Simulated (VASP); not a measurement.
Write the native input for VASP 6.6.1 that does the following.

```yaml
Task: single point
Functional: PBE
Potentials_or_basis: VASP PAW PBE potentials, release 64 (Pb_d, Se)
Cutoff: 520 eV
k_mesh: 8 × 8 × 8
Occupations: fermi-dirac, width 0.02 eV
Spin: no spin polarisation
Dipole_correction: no
Further_INCAR_settings: ALGO = Normal; EDIFF = 1e-06; NBANDS = 17
```

The structure of PbSe (Clausthalite) lies in POSCAR:

```
PbSe
1.0
    0.0000000000      3.1086957412      3.1086957412
    3.1086957412      0.0000000000      3.1086957412
    3.1086957412      3.1086957412      0.0000000000
Pb Se
1 1
Direct
    0.0000000000      0.0000000000      0.0000000000
    0.5000000000      0.5000000000      0.5000000000
```

These files were run (other wordings do the same):

INCAR

```
PREC = Accurate
ENCUT = 520
EDIFF = 1E-6
ISMEAR = -1
SIGMA = 0.02
LREAL = False
LASPH = True
NELM = 100
ALGO = Normal
ISIF = 2
LWAVE = False
LCHARG = False
GGA = PE
NBANDS = 17
```

KPOINTS

```
Automatic mesh
0
Gamma
  8 8 8
```

Potentials or basis: VASP PAW PBE potentials, release 64 (Pb_d, Se).

Launch:

```bash
$ cat potpaw_PBE.64/Pb_d/POTCAR potpaw_PBE.64/Se/POTCAR > POTCAR
$ mpirun -np 1 vasp_std > vasp.out
```

It gave:

| Item | Value |
| --- | --- |
| Pressure | 0.0 GPa |
| Band gap on the k mesh | 0.44 eV, direct |

Caveat: spin-orbit coupling is left out, which moves the levels of the heavy elements.

It took 19 s on 1 thread of AMD EPYC 9R45 96-Core Processor (Zen 5), with other jobs on the host, peak memory 0.18 GiB.
